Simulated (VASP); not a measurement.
Wanted: the native input for a VASP 6.6.1 run.

```
Task                   : single point
Functional             : LDA
Potentials or basis    : VASP PAW LDA potentials, release 64 (Cr_pv, B)
Cutoff                 : 520 eV
k mesh                 : 13 × 13 × 11
Occupations            : fermi-dirac, width 0.1 eV
Spin                   : collinear spin, ferromagnetic start
Starting moments       : [3.0, 0.0, 0.0] μB
Dipole correction      : no
Further INCAR settings : ALGO = Normal; EDIFF = 1e-06; NBANDS = 20
```

The structure of CrB2 lies in POSCAR:

```
CrB2
1.0
    3.0471771370      0.0000000000      0.0000000000
   -1.5235885685      2.6389323495      0.0000000000
    0.0000000000      0.0000000000      3.1497756938
Cr B
1 2
Direct
    0.0000000000      0.0000000000      0.0000000000
    0.3333333333      0.6666666667      0.5000000000
    0.6666666667      0.3333333333      0.5000000000
```

These files were run (other wordings do the same):

INCAR

```
  PREC = Accurate
  ENCUT = 520
  EDIFF = 1E-6
  ISMEAR = -1
  SIGMA = 0.1
  LREAL = F
  LASPH = T
  NELM = 150
  ALGO = Normal
  ISIF = 2
  LWAVE = F
  LCHARG = T
  ISPIN = 2
  MAGMOM = 3 0 0
  LORBIT = 11
  LMAXMIX = 4
  LELF = T
  LVHAR = T
  NBANDS = 20
```

KPOINTS

```
regular mesh
0
Gamma
  13 13 11
```

Potentials or basis: VASP PAW LDA potentials, release 64 (Cr_pv, B).

Command:

```console
$ cat potpaw_LDA.64/Cr_pv/POTCAR potpaw_LDA.64/B/POTCAR > POTCAR
$ mpirun -np 1 vasp_std > vasp.out
```

It gave:

* Pressure: -33.8 GPa
* Net moment: 1.10 μB per cell
* Site moments: Cr +1.10; B -0.02 μB
* Valence electrons inside the program's atomic spheres: Cr 10.85; B 1.93

Caveat: a cell with one magnetic atom can't hold antiferromagnetic order, which such compounds often take.

Run time: 110 s on 1 thread of AMD EPYC 7R13 Processor (Zen 3) (shared host), peak memory 0.17 GiB.
